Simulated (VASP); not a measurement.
Crystal: AlSi2B4.

```
CELL_PARAMETERS angstrom
2.53253 -2.53612 0.00000
2.53253 2.53612 0.00000
-2.29637 0.00000 5.39491
ATOMIC_POSITIONS crystal
Al 0.00000 0.00000 0.00000
Si 0.65532 0.65532 0.29903
Si 0.34468 0.34468 0.70097
B 0.00000 0.50000 0.00000
B 0.24740 0.75260 0.50000
B 0.50000 0.00000 0.00000
B 0.75260 0.24740 0.50000
```

The cell was generated, and may not be a known phase.

| Quantity | Value |
| --- | --- |
| Program | VASP 6.6.1 |
| Task | relaxation of cell and atoms |
| Functional | PBE |
| Potentials or basis | VASP PAW PBE potentials, release 64 (Al, Si, B) |
| Cutoff | 600 eV |
| k mesh | 6 × 6 × 4 |
| Occupations | gaussian, width 0.1 eV |
| Spin | no spin polarisation |

At the start: pressure 34.7 GPa; volume 9.90 Å³/atom.

Q: Where does the relaxation end?

A: Over 24 steps the energy falls by 988.0 meV/atom and the volume is 10.08 Å³/atom (+1.8 %); space group C2/m (No. 12, to 0.1 Å) before, I4/mmm (No. 139, to 0.1 Å).

Step by step:
```csv
step,energy change (eV),largest force (eV/Å),pressure (GPa),volume (Å³)
1,0.0000,0.9336,34.73,69.30
2,-1.7575,0.8623,-9.83,92.81
3,-1.9400,0.6851,-2.59,85.94
4,-1.9401,0.6978,-3.04,86.30
5,-2.3224,0.5880,-4.30,85.06
6,-3.8571,0.1390,-9.13,80.29
7,-5.3769,4.0806,23.03,65.54
8,-5.2467,0.2697,-10.76,76.05
9,-6.4067,1.1268,-5.35,71.19
10,-6.4473,1.7311,1.64,69.14
11,-6.4805,1.3614,-2.53,70.24
12,-6.2315,0.1151,16.48,66.51
13,-6.5554,1.2496,2.54,68.92
14,-6.6921,1.2306,1.18,70.29
15,-6.7028,0.6587,1.24,70.04
16,-6.8153,0.9235,-1.82,71.77
17,-6.8431,1.1372,-3.84,72.84
18,-6.8758,0.7719,-0.95,71.12
19,-6.9045,0.0767,-2.21,71.84
20,-6.9109,0.1474,1.14,70.37
21,-6.9127,0.0889,0.06,70.83
22,-6.9152,0.0627,0.09,70.55
23,-6.9153,0.0753,0.09,70.53
24,-6.9157,0.0260,-0.01,70.53
```

Final structure:
```xyz
7
Lattice="3.1483 -3.1701 -0.1598 3.1483 3.1701 -0.1598 -2.9175 0.0000 3.6814" Properties=species:S:1:pos:R:3 pbc="T T T"
Al    0.2308    3.1701    3.5216
Si    3.2146    0.0000    0.9410
Si    0.1644    0.0000    2.4209
B    -1.3433    1.5851    3.6015
B     1.6895    1.5765    1.6809
B     1.8049    1.5851    3.4418
B     1.6895   -1.5765    1.6809
```

Caveat: a cell axis changed by over 15 % at a fixed basis, so the end point is rough.
